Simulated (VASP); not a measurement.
# Te2Mo in VASP: further runs

Runs on Te2Mo. Level: PBE. Tasks: single point.

All numbers are computed with VASP 6.6.1; they aren't measurements. Logs are shortened: lines on timing, memory, paths and dates and some standing lists are left out, and cuts for length are marked.

### 1 The cell of the first run

The cell holds a slab with vacuum, 6 atoms: a = 3.555 Å, b = 3.555 Å, c = 35.037 Å, α = 90.00°, β = 90.00°, γ = 120.00°.

### 2 Single point, PBE (atoms displaced along several vibrational modes)

INCAR

```
SYSTEM = Te2Mo
  PREC = Accurate
  ENCUT = 520
  EDIFF = 1E-6
  ISMEAR = 0
  SIGMA = 0.05
  LREAL = .False.
  LASPH = .True.
  NELM = 100
  ALGO = Normal
  ISIF = 2
  LWAVE = .False.
  LCHARG = .False.
  GGA = PE
  NBANDS = 35
```

KPOINTS

```
Automatic mesh
0
Gamma
  9 9 1
  0 0 0
```

POSCAR

```
Te2Mo
1.0
    3.5549909197      0.0000000000      0.0000000000
   -1.7774954599      3.0787124467      0.0000000000
    0.0000000000      0.0000000000     35.0365360304
Te Mo
4 2
Direct
    0.3333333333      0.6666666667      0.4483984951
    0.3106328534      0.6666666667      0.9483984951
    0.3560338133      0.6666666667      0.0516015049
    0.3333333333      0.6666666667      0.5516015049
    0.0000000000      0.0000000000      0.0000000000
    0.0000000000      0.0000000000      0.5000000000
```

Potentials or basis: VASP PAW PBE potentials, release 64 (Te, Mo_sv).

Started as:

```bash
$ cat potpaw_PBE.64/Te/POTCAR potpaw_PBE.64/Mo_sv/POTCAR > POTCAR
$ mpirun -np 1 vasp_std > vasp.out
```

OUTCAR:

```text
SYSTEM = Te2Mo
   PREC = Accurate
   ENCUT = 520
   EDIFF = 1E-6
   ISMEAR = 0
   LREAL = .False.
   LASPH = .True.
   NELM = 100
   ISIF = 2
   GGA = PE

 ion  position               nearest neighbor table
   1  0.333  0.667  0.448-   6 2.74   6 2.74   6 2.74   4 3.62
   2  0.311  0.667  0.948-   5 2.68   5 2.74   5 2.79   3 3.62
   3  0.356  0.667  0.052-   5 2.68   5 2.74   5 2.79   2 3.62
   4  0.333  0.667  0.552-   6 2.74   6 2.74   6 2.74   1 3.62
   5  0.000  0.000  0.000-   3 2.68   2 2.68   3 2.74   2 2.74   2 2.79   3 2.79
   6  0.000  0.000  0.500-   1 2.74   4 2.74   1 2.74   4 2.74   1 2.74   4 2.74

  LATTYP: Found a hexagonal cell.
 ALAT       =     3.5549909197
 C/A-ratio  =     9.8555908642

  Lattice vectors:

 A1 = (   3.5549909197,   0.0000000000,   0.0000000000)
 A2 = (  -1.7774954599,   3.0787124467,   0.0000000000)
 A3 = (   0.0000000000,   0.0000000000,  35.0365360304)

Analysis of symmetry for initial positions (statically):
=====================================================================
 Subroutine PRICEL returns:
 Original cell was already a primitive cell.

 Routine SETGRP: Setting up the symmetry group for a
 hexagonal supercell.

 Subroutine GETGRP returns: Found  2 space group operations
 (whereof  2 operations were pure point group operations)
 out of a pool of 24 trial point group operations.

The static configuration has the point symmetry C_2 .

Analysis of symmetry for dynamics (positions and initial velocities):
=====================================================================
 Subroutine PRICEL returns:
 Original cell was already a primitive cell.

 Routine SETGRP: Setting up the symmetry group for a
 hexagonal supercell.

 Subroutine GETGRP returns: Found  2 space group operations
 (whereof  2 operations were pure point group operations)
 out of a pool of 24 trial point group operations.

The dynamic configuration has the point symmetry C_2 .

 Subroutine INISYM returns: Found  2 space group operations
 (whereof  2 operations are pure point group operations),
 and found     1 'primitive' translations

----------------------------------------------------------------------------------------

                                     Primitive cell

  volume of cell :     383.4677

  direct lattice vectors                    reciprocal lattice vectors
     3.554990920  0.000000000  0.000000000     0.281294671  0.162405554  0.000000000
    -1.777495460  3.078712447  0.000000000     0.000000000  0.324811108  0.000000000
     0.000000000  0.000000000 35.036536030     0.000000000  0.000000000  0.028541634

  length of vectors
     3.554990920  3.554990920 35.036536030     0.324811108  0.324811108  0.028541634

  position of ions in fractional coordinates (direct lattice)
     0.333333333  0.666666667  0.448398495
     0.310632853  0.666666667  0.948398495
     0.356033813  0.666666667  0.051601505
     0.333333333  0.666666667  0.551601505
     0.000000000  0.000000000  0.000000000
     0.000000000  0.000000000  0.500000000

  ion indices of the primitive-cell ions
   primitive index   ion index
                 1           1
                 2           2
                 3           3
                 4           4
                 5           5
                 6           6

----------------------------------------------------------------------------------------

 KPOINTS: Automatic mesh

Automatic generation of k-mesh.
 Grid dimensions read from file:
 generate k-points for:    9    9    1

 Generating k-lattice:

  Cartesian coordinates                     Fractional coordinates (reciprocal lattice)
     0.031254963  0.018045062  0.000000000     0.111111111 -0.000000000  0.000000000
     0.000000000  0.036090123  0.000000000     0.000000000  0.111111111  0.000000000
     0.000000000  0.000000000  0.028541634     0.000000000  0.000000000  1.000000000

  Length of vectors
     0.036090123  0.036090123  0.028541634

  Shift w.r.t. Gamma in fractional coordinates (k-lattice)
     0.000000000  0.000000000  0.000000000

 Subroutine IBZKPT returns following result:
 ===========================================

 Found     25 irreducible k-points:

 Following reciprocal coordinates:
            Coordinates               Weight
  0.000000  0.000000  0.000000      1.000000
  0.111111  0.000000  0.000000      4.000000
  0.000000  0.111111  0.000000      2.000000
  0.222222  0.000000  0.000000      4.000000
  0.000000  0.222222  0.000000      2.000000
  0.333333  0.000000  0.000000      4.000000
[... 16 lines left out ...]
 -0.222222 -0.444444  0.000000      4.000000
  0.444444  0.333333  0.000000      4.000000
   k-points           NKPTS =     25   k-points in BZ     NKDIM =     25   number of bands    NBANDS=     35
   number of dos      NEDOS =    301   number of ions     NIONS =      6
   total plane-waves  NPLWV = 211680
   dimension x,y,z NGX =    28 NGY =   28 NGZ =  270
   dimension x,y,z NGXF=    56 NGYF=   56 NGZF=  540
   ions per type =               4   2
   NGX,Y,Z   is equivalent  to a cutoff of  13.09, 13.09, 12.81 a.u.
   NGXF,Y,Z  is equivalent  to a cutoff of  26.19, 26.19, 25.62 a.u.
 SYSTEM =  Te2Mo
   PREC   = accura    normal or accurate (medium, high low for compatibility)
   ISTART =      0    job   : 0-new  1-cont  2-samecut
   ICHARG =      2    charge: 1-file 2-atom 10-const
   ISPIN  =      1    spin polarized calculation?
   LNONCOLLINEAR =      F non collinear calculations
   LSORBIT =      F    spin-orbit coupling
   LASPH  =      T    aspherical Exc in radial PAW
   ENCUT  =  520.0 eV  38.22 Ry    6.18 a.u.   6.61  6.61 65.14*2*pi/ulx,y,z
   NELM   =    100;   NELMIN=  2; NELMDL= -5     # of ELM steps
   EDIFF  = 0.1E-05   stopping-criterion for ELM
   LREAL  =      F    real-space projection
   EDIFFG = 0.1E-04   stopping-criterion for IOM
   NSW    =      0    number of steps for IOM
   IBRION =     -1    ionic relax: 0-MD 1-quasi-New 2-CG
   NFREE  =      0    steps in history (QN), initial steepest desc. (CG)
   ISIF   =      2    stress and relaxation
   ISYM   =      2    0-nonsym 1-usesym 2-fastsym
   POTIM  = 0.5000    time-step for ionic-motion
   TEBEG  =    0.0;   TEEND  =   0.0 temperature during run
   PSTRESS=    0.0 pullay stress
   NELECT =      52.0000    total number of electrons
   NUPDOWN=      -1.0000    fix difference up-down
   EMIN   =  10.00;   EMAX   =-10.00  energy-range for DOS
   EFERMI =   0.00;   METHOD = LEGACY
   ISMEAR =     0;   SIGMA  =   0.05  broadening in eV -4-tet -1-fermi 0-gaus
   EFERMI_NEDOS =   21; number of points for ismear=-14 and -15
   IALGO  =     38    algorithm
   IMIX   =      4    mixing-type and parameters
     AMIX     =   0.40;   BMIX     =  1.00
     AMIX_MAG =   1.60;   BMIX_MAG =  1.00
  volume/ion in A,a.u.               =      63.91       431.29
  Fermi-wavevector in a.u.,A,eV,Ry     =   0.841072  1.589395  9.624783  0.707402
  Thomas-Fermi vector in A             =   1.955557
   LORBIT       =      0    0 simple, 1 ext, 2 COOP (PROOUT), +10 PAW based schemes
   GGA     = PE    functional components
   LHFCALC =     F    Hartree Fock is set to
   AEXX    =    0.0000 exact exchange contribution
   IVDW    =     0    specifies the selected vdW correction
   LEPSILON=     F    determine dielectric tensor
   LRPA    =     F    only Hartree local field effects (RPA)
 non-spin polarized calculation
 Gauss-broadening in eV      SIGMA  =   0.05
  energy-cutoff  :      520.00
  volume of cell :      383.47
 maximum number of plane-waves:     10463
   NGX = 13   NGY = 13   NGZ =131

 number of electron      51.9999990 magnetization

 Free energy of the ion-electron system (eV)
  ---------------------------------------------------
  ext. energy  EPLUGINS =         0.00000000
  ---------------------------------------------------
  free energy    TOTEN  =       -36.00985546 eV

  energy without entropy =      -36.00985546  energy(sigma->0) =      -36.00985546

 E-fermi :   0.5544     XC(G=0):  -4.7572

 val. band max:        0.1540162161   @ k =   0.3333   0.3333   0.0000
 cond. band min:       1.2249960641   @ k =   0.3333   0.3333   0.0000
 fundamental gap:      1.0709798480
 Fermi energy:         0.5543749002

 k-point     1 :       0.0000    0.0000    0.0000
  band No.  band energies     occupation
      1     -60.5393      2.00000
      2     -60.5380      2.00000
      3     -34.6859      2.00000
      4     -34.6850      2.00000
      5     -34.5817      2.00000
      6     -34.5815      2.00000
[... 27 lines left out ...]
     34       3.4940      0.00000
     35       4.2857      0.00000

 k-point     2 :       0.1111    0.0000    0.0000
  band No.  band energies     occupation
      1     -60.5383      2.00000
      2     -60.5370      2.00000
      3     -34.6830      2.00000
      4     -34.6821      2.00000
      5     -34.5950      2.00000
      6     -34.5949      2.00000
[... 27 lines left out ...]
     34       3.3640      0.00000
     35       4.5420      0.00000

 k-point     3 :       0.0000    0.1111    0.0000
  band No.  band energies     occupation
      1     -60.5383      2.00000
      2     -60.5370      2.00000
      3     -34.6829      2.00000
      4     -34.6821      2.00000
      5     -34.5950      2.00000
      6     -34.5939      2.00000
[... 27 lines left out ...]
     34       3.3344      0.00000
     35       4.5427      0.00000

 k-point     4 :       0.2222    0.0000    0.0000
  band No.  band energies     occupation
      1     -60.5358      2.00000
      2     -60.5345      2.00000
      3     -34.6756      2.00000
      4     -34.6746      2.00000
      5     -34.6291      2.00000
      6     -34.6288      2.00000
[... 27 lines left out ...]
     34       3.5794      0.00000
     35       5.0514      0.00000

 k-point     5 :       0.0000    0.2222    0.0000
  band No.  band energies     occupation
      1     -60.5358      2.00000
      2     -60.5345      2.00000
      3     -34.6754      2.00000
      4     -34.6746      2.00000
      5     -34.6291      2.00000
      6     -34.6280      2.00000
[... 638 lines left out ...]
 k-point    22 :       0.3333    0.2222    0.0000
  band No.  band energies     occupation
      1     -60.5304      2.00000
      2     -60.5290      2.00000
      3     -34.6794      2.00000
      4     -34.6792      2.00000
      5     -34.6585      2.00000
      6     -34.6581      2.00000
[... 27 lines left out ...]
     34       3.9109      0.00000
     35       4.9401      0.00000

 k-point    23 :      -0.2222   -0.4444    0.0000
  band No.  band energies     occupation
      1     -60.5304      2.00000
      2     -60.5290      2.00000
      3     -34.6792      2.00000
      4     -34.6783      2.00000
      5     -34.6591      2.00000
      6     -34.6581      2.00000
[... 27 lines left out ...]
     34       3.9109      0.00000
     35       4.9387      0.00000

 k-point    24 :       0.4444    0.3333    0.0000
  band No.  band energies     occupation
      1     -60.5304      2.00000
      2     -60.5290      2.00000
      3     -34.6801      2.00000
      4     -34.6792      2.00000
      5     -34.6581      2.00000
      6     -34.6581      2.00000
[... 27 lines left out ...]
     34       3.9109      0.00000
     35       4.9387      0.00000

 [... further k-points ...]

------------------------ aborting loop because EDIFF is reached ----------------------------------------

  FORCE on cell =-STRESS in cart. coord.  units (eV):
  Direction    XX          YY          ZZ          XY          YZ          ZX
  --------------------------------------------------------------------------------------
  -------------------------------------------------------------------------------------
  Total        0.0278025      0.0294118      0.2542964     -0.0000000      0.0000000     -1.7796598
  in kB        0.1161622      0.1228864      1.0624830     -0.0000000      0.0000000     -7.4356475
  external PRESSURE =       0.4338439 kB  Pullay stress =       0.0000000 kB

 VOLUME and BASIS-vectors are now :
 -----------------------------------------------------------------------------
  energy-cutoff  :      520.00
  volume of cell :      383.47
      direct lattice vectors                 reciprocal lattice vectors
     3.554990920  0.000000000  0.000000000     0.281294671  0.162405554  0.000000000
    -1.777495460  3.078712447  0.000000000     0.000000000  0.324811108  0.000000000
     0.000000000  0.000000000 35.036536030     0.000000000  0.000000000  0.028541634

 POSITION                                       TOTAL-FORCE (eV/Angst)
 -----------------------------------------------------------------------------------
     -0.00000      2.05247     15.71033         0.000032      0.000006     -0.013021
     -0.08070      2.05247     33.22860         0.492140     -0.031840     -0.063586
      0.08070      2.05247      1.80794        -0.492140     -0.031840      0.063586
     -0.00000      2.05247     19.32621        -0.000032      0.000006      0.013021
      0.00000      0.00000      0.00000        -0.000000      0.063661      0.000000
      0.00000      0.00000     17.51827        -0.000000      0.000006      0.000000
 -----------------------------------------------------------------------------------
    total drift:                                0.000000     -0.000039     -0.000000

  FREE ENERGIE OF THE ION-ELECTRON SYSTEM (eV)
  ---------------------------------------------------
  free  energy   TOTEN  =       -36.0098554627 eV

  energy  without entropy=      -36.0098554627  energy(sigma->0) =      -36.00985546
```

It took 6.3 min on 1 thread of AMD EPYC 9R45 (Zen 5), shared host; peak memory 0.64 GiB.

Results:

| Item | Value |
| --- | --- |
| Free energy | -36.0099 eV |
| Largest force | 0.497 eV/Å |
| Band gap on the k mesh | 1.07 eV |

Forces on the atoms (eV/Å):
```
Te   0.000  0.000 -0.013
Te   0.492 -0.032 -0.064
Te  -0.492 -0.032  0.064
Te   0.000  0.000  0.013
Mo   0.000  0.064  0.000
Mo   0.000  0.000  0.000
```

Caveat: the cell differs from its parent crystal (atoms displaced along several vibrational modes); there is no dipole correction, which matters where the two faces differ; spin-orbit coupling is left out, which moves the levels of the heavy elements.

### 3 Single point, PBE (atoms displaced along several vibrational modes)

INCAR

```
PREC     = Accurate       # precision mode
ENCUT    = 520            # plane-wave cutoff, eV
EDIFF    = 1E-6           # SCF threshold, eV
ISMEAR   = 0              # smearing method
SIGMA    = 0.05           # smearing width, eV
LREAL    = F              # projectors in reciprocal space
LASPH    = T              # aspherical terms in the spheres
NELM     = 100            # most SCF steps
ALGO     = Normal         # electronic algorithm
ISIF     = 2              # what is computed and relaxed
LWAVE    = F              # write WAVECAR
LCHARG   = F              # write CHGCAR
GGA      = PE             # functional
NBANDS   = 35             # bands
```

KPOINTS

```
regular mesh
0
Gamma
  9 9 1
```

POSCAR: that of step 2 with these lines changed.

```diff
@@ -8,6 +8,6 @@
 Direct
-    0.3333333333      0.6666666667      0.4483984951
+    0.3333333333      0.6666666667      0.4499597225
     0.3106328534      0.6666666667      0.9483984951
     0.3560338133      0.6666666667      0.0516015049
-    0.3333333333      0.6666666667      0.5516015049
+    0.3333333333      0.6666666667      0.5500402775
     0.0000000000      0.0000000000      0.0000000000
```

Potentials or basis: VASP PAW PBE potentials, release 64 (Te, Mo_sv).

Started as:

```bash
$ cat potpaw_PBE.64/Te/POTCAR potpaw_PBE.64/Mo_sv/POTCAR > POTCAR
$ mpirun -np 1 vasp_std > vasp.out
```

It took 7 min on 1 thread of AMD EPYC 9R45 (Zen 5), shared host; peak memory 0.63 GiB.

Results (log left out):

```
Free energy            : -35.9666 eV
Largest force          : 0.799 eV/Å
Band gap on the k mesh : 0.89 eV
```

Forces in eV/Å, atoms in the order of the input:
```
Te   0.000  0.000 -0.799
Te   0.492 -0.032 -0.064
Te  -0.492 -0.032  0.064
Te   0.000  0.000  0.799
Mo   0.000  0.064  0.000
Mo   0.000  0.000  0.000
```

Levels at points of the mesh, in eV from the valence-band top:
```csv
k point,band 22,band 23,band 24,band 25,band 26,band 27,band 28,band 29,band 30,band 31
"(0.00, 0.00, 0.00)",-1.09,-0.90,-0.88,-0.43,-0.41,3.01,3.02,3.02,3.02,3.33
```

Caveat: the cell differs from its parent crystal (atoms displaced along several vibrational modes); there is no dipole correction, which matters where the two faces differ; spin-orbit coupling is left out, which moves the levels of the heavy elements.

[end of part 1 of 3]
